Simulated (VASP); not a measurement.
TiO2, 12 atoms in the cell. It takes space group C2/m (No. 12, monoclinic). Conventional cell: a = 12.469 Å, b = 3.817 Å, c = 6.703 Å, α = 90.00°, β = 106.95°, γ = 90.00°. Ti (site symmetry m) has 6 O at 1.89 to 2.19 Å within 2.5 Å. Ti (site symmetry m) has 6 O at 1.80 to 2.37 Å within 2.4 Å. O (site symmetry m) has 3 Ti at 1.97 to 2.06 Å and 2 O at 2.56 Å within 2.6 Å. Within 2.8 Å of O (site symmetry m) lie 4 Ti at 1.99 to 2.37 Å and 5 O at 2.56 to 2.74 Å. Within 2.4 Å of O (site symmetry m) lie 2 Ti at 1.80 to 1.89 Å. O (site symmetry m) has 3 Ti at 1.89 to 2.19 Å and 10 O at 2.58 to 3.03 Å within 3.1 Å. 

```yaml
Program: VASP 6.6.1
Task: single point
Functional: RPBE
Potentials_or_basis: VASP PAW PBE potentials, release 64 (Ti_sv, O)
Cutoff: 520 eV
k_mesh: 8 × 8 × 4
Occupations: fermi-dirac, width 0.05 eV
Spin: no spin polarisation
Dipole_correction: no
Further_INCAR_settings: ALGO = Normal; EDIFF = 1e-07; NBANDS = 60
```

Potentials or basis: VASP PAW PBE potentials, release 64 (Ti_sv, O).

Launch:

```console
$ cat potpaw_PBE.64/Ti_sv/POTCAR potpaw_PBE.64/O/POTCAR > POTCAR
$ mpirun -np 1 vasp_std > vasp.out
```

Hardware: 1 thread of Oxide Virtual Turin-like Processor, on a shared host.

How long does it take, and how much memory?

It took 24 min on 1 thread of Oxide Virtual Turin-like Processor, on a shared host, peak memory 0.62 GiB. Counts: scf iterations 20, k points 78.
